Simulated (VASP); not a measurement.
ZnSnP2, 8 atoms in the cell. The structure is tetragonal, space group I-42d (No. 122). Conventional cell: a = 5.702 Å, b = 5.702 Å, c = 11.434 Å, α = 90.00°, β = 90.00°, γ = 90.00°. Within 3.2 Å of Zn (site symmetry -4) lie 4 P at 2.40 Å. Within 3.4 Å of Sn (site symmetry -4) lie 4 P at 2.55 Å. Within 3.2 Å of P (site symmetry 2) lie 2 Zn at 2.40 Å and 2 Sn at 2.55 Å. 

* Program: VASP 6.6.1
* Task: single point
* Functional: PBE
* Potentials or basis: VASP PAW PBE potentials, release 64 (Zn, Sn_d, P)
* Cutoff: 500 eV
* k mesh: 6 × 6 × 6
* Occupations: fermi-dirac, width 0.02 eV
* Spin: no spin polarisation
* Dipole correction: no
* Further INCAR settings: ALGO = Normal; EDIFF = 1e-06; NBANDS = 46

Potentials or basis: VASP PAW PBE potentials, release 64 (Zn, Sn_d, P).

The run is started by

```bash
$ cat potpaw_PBE.64/Zn/POTCAR potpaw_PBE.64/Sn_d/POTCAR potpaw_PBE.64/P/POTCAR > POTCAR
$ mpirun -np 1 vasp_std > vasp.out
```

Hardware: 1 thread of Intel(R) Xeon(R) Platinum 8488C (Sapphire Rapids), with other jobs on the host.

**Question.** Estimate the wall time of this run.

**Answer.** Wall time 5.5 min on 1 thread of Intel(R) Xeon(R) Platinum 8488C (Sapphire Rapids), with other jobs on the host, peak memory 0.51 GiB. Counts: scf iterations 14, k points 30.
